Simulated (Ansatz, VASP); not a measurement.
**TiAl: VASP beside Ansatz**

```
Ti Al
1.0
     2.81191    0.00000    0.00000
    -1.40595    2.43519    0.00000
     0.00000    0.00000    4.59089
Ti Al
1 1
Cartesian
  0.0000 0.0000 0.0000
  0.0000 1.6235 2.2954
```

Alike in both runs: task single point; functional LDA; k mesh 18 × 18 × 10; occupations gaussian, width 0.15 eV; no spin polarisation.

```csv
,VASP,Ansatz
version,VASP 6.6.1,Ansatz 0.2.0
potentials or method,"VASP PAW LDA potentials, release 64 (Ti_sv, Al), cutoff 520 eV","scalar-relativistic, plane waves, PAW"
valence electrons in the cell,15,15
```

|  | VASP | Ansatz | Ansatz less VASP |
| --- | --- | --- | --- |
| gap on the k mesh at the Fermi level (eV) | none | none | - |
| pressure (GPa) | 0.1 | 0.0 | -0.11 |
| traceless stress, the component that is largest in VASP (GPa) | -0.04 | -0.12 | -0.074 |

LDA's correlation is that of Perdew and Zunger in VASP and of Perdew and Wang (1992) in Ansatz. A gap of «none» marks a metal or a gap that the smearing closes.
